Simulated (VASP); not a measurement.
Input of a VASP 6.6.1 run:

The input INCAR:

```
SYSTEM = Al2GaSb3
ALGO = Normal
EDIFF = 1E-6
ENCUT = 520
GGA = PE
ISIF = 2
ISMEAR = 0
LASPH = .True.
LCHARG = .False.
LREAL = .False.
LWAVE = .False.
NBANDS = 46
NELM = 80
PREC = Accurate
SIGMA = 0.02
```

Contents of KPOINTS:

```
k-points
0
Gamma
  12 12 2
  0 0 0
```

The input POSCAR:

```
Al2GaSb3
1.0
    4.3860672974      0.0000000289      0.0000000000
   -2.1930336737      3.7984456878      0.0000000000
    0.0000000000      0.0000000000     21.6732778000
Al Ga Sb
4 2 6
Direct
    0.6666666667      0.3333333333      0.1665450000
    0.6666666667      0.3333333333      0.8334200000
    0.3333333333      0.6666666667      0.3334200000
    0.3333333333      0.6666666667      0.6665450000
    0.6666666667      0.3333333333      0.5003590000
    0.3333333333      0.6666666667      0.0003590000
    0.6666666667      0.3333333333      0.2914320000
    0.6666666667      0.3333333333      0.6248250000
    0.6666666667      0.3333333333      0.9583190000
    0.3333333333      0.6666666667      0.1248250000
    0.3333333333      0.6666666667      0.4583190000
    0.3333333333      0.6666666667      0.7914320000
```

Potentials or basis: VASP PAW PBE potentials, release 64 (Al, Ga_d, Sb).

Command:

```bash
$ cat potpaw_PBE.64/Al/POTCAR potpaw_PBE.64/Ga_d/POTCAR potpaw_PBE.64/Sb/POTCAR > POTCAR
$ mpirun -np 1 vasp_std > vasp.out
```

(1) Estimate the band gap on the k mesh.

(2) Predict the largest force.

(3) Predict the pressure.

Answers

(1) 0.32 eV.

(2) 0.007 eV/Å.

(3) 0.1 GPa.

Caveat: semilocal functionals underestimate gaps, and a narrow one can read as zero; spin-orbit coupling is left out, which moves the levels of the heavy elements.
